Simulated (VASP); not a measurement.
Set up this calculation in VASP 6.6.1, as the native input.

```
Task                   : single point
Functional             : PBE
Potentials or basis    : VASP PAW PBE potentials, release 64 (K_sv, F)
Cutoff                 : 600 eV
k mesh                 : 8 × 8 × 8
Occupations            : methfessel-paxton, width 0.272114 eV
Spin                   : no spin polarisation
Dipole correction      : no
Further INCAR settings : ALGO = Normal; EDIFF = 1e-06; NBANDS = 15
```

The structure of KF lies in POSCAR:

```
KF
1.0
    0.0000000000      2.6544134050      2.6544134050
    2.6544134050      0.0000000000      2.6544134050
    2.6544134050      2.6544134050      0.0000000000
K F
1 1
Direct
    0.0000000000      0.0000000000      0.0000000000
    0.5000000000      0.5000000000      0.5000000000
```

One way to write it, as run:

INCAR

```
PREC = Accurate
ENCUT = 600
EDIFF = 1E-6
ISMEAR = 1
SIGMA = 0.27211386245988
LREAL = F
LASPH = T
NELM = 120
ALGO = Normal
ISIF = 2
LWAVE = F
LCHARG = F
GGA = PE
NBANDS = 15
GGA_COMPAT = F
```

KPOINTS

```
Automatic mesh
0
Gamma
  8 8 8
```

Potentials or basis: VASP PAW PBE potentials, release 64 (K_sv, F).

Run with:

```bash
$ cat potpaw_PBE.64/K_sv/POTCAR potpaw_PBE.64/F/POTCAR > POTCAR
$ mpirun -np 1 vasp_std > vasp.out
```

Results of the run:

| Property | Result |
| --- | --- |
| Pressure | 2.0 GPa |
| Band gap on the k mesh | 6.28 eV |

Wall time 41 s on 1 thread of Intel Xeon 8259CL (shared host), peak memory 0.15 GiB.
